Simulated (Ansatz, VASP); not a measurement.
Given: the input of a run of Ansatz 0.2.0 on TiO2.

File input.yaml:

```yaml
crystal:
  lattice:
    - [4.5059367448, 0.0, 0.0]
    - [0.0, 4.5059367448, 0.0]
    - [0.0, 0.0, 2.8988044961]
  atoms:
    - { symbol: Ti, position: [0.0, 0.0, 0.5] }
    - { symbol: Ti, position: [0.5, 0.5, 0.0] }
    - { symbol: O, position: [0.30432132, 0.30432132, 0.5] }
    - { symbol: O, position: [0.19567868, 0.80432132, 0.0] }
    - { symbol: O, position: [0.80432132, 0.19567868, 0.0] }
    - { symbol: O, position: [0.69567868, 0.69567868, 0.5] }
kpoints:
  mp_grid: { grid: [6, 6, 9] }
scf:
  occupations: { method: fermi_dirac, width: 0.05 }
hamiltonian:
  xc: pbesol
  pseudopotentials: { kind: all_electron, lapw: { basis_error: 0.001 } }
output:
  forces: true
  stress: true
  eigenvalues: true
```

Potentials or basis: all-electron LAPW, scalar-relativistic.

Run with:

```bash
$ ansatz run input.yaml --threads 4 --pin off --max-ram 12288MiB --backend cpu --events-out ev --progress --plain --runs-dir out
```

Q: Translate it to VASP 6.6.1. Potentials there: VASP PAW PBE potentials, release 64 (Ti_sv, O).

A: As run (the cutoff follows the program's own potentials):

INCAR

```
SYSTEM = TiO2
PREC = Accurate ; ENCUT = 520
EDIFF = 1E-6 ; ISMEAR = -1
SIGMA = 0.05 ; LREAL = .FALSE.
LASPH = .TRUE. ; NELM = 100
ALGO = Normal ; ISIF = 2
LWAVE = .FALSE. ; LCHARG = .FALSE.
GGA = PS ; NBANDS = 33
```

Contents of KPOINTS:

```
Automatic mesh
0
G
  6 6 9
  0 0 0
```

File POSCAR:

```
TiO2
1.0
    4.5059367448      0.0000000000      0.0000000000
    0.0000000000      4.5059367448      0.0000000000
    0.0000000000      0.0000000000      2.8988044961
Ti O
2 4
Direct
    0.0000000000      0.0000000000      0.5000000000
    0.5000000000      0.5000000000      0.0000000000
    0.3043213200      0.3043213200      0.5000000000
    0.1956786800      0.8043213200      0.0000000000
    0.8043213200      0.1956786800      0.0000000000
    0.6956786800      0.6956786800      0.5000000000
```

Potentials or basis: VASP PAW PBE potentials, release 64 (Ti_sv, O).

Command:

```sh
$ cat potpaw_PBE.64/Ti_sv/POTCAR potpaw_PBE.64/O/POTCAR > POTCAR
$ mpirun -np 1 vasp_std > vasp.out
```

Both were run:

|  | VASP | Ansatz | Ansatz less VASP |
| --- | --- | --- | --- |
| gap on the k mesh at the Fermi level (eV) | 1.95 | 1.97 | +0.025 |
| least direct gap on the mesh (eV) | 1.95 | 1.97 | +0.025 |
| pressure (GPa) | 14.5 | 13.7 | -0.81 |
| traceless stress, the component that is largest in VASP (GPa) | 1.63 | 1.44 | -0.197 |
| rms of the force components (eV/Å) | 0.126 | 0.113 | -0.0127 |

VASP's potentials were made for PBE, not for PBEsol. Atom by atom the forces differ by 0.013 eV/Å (rms over components). Ansatz ran all-electron here, and VASP with PAW potentials.
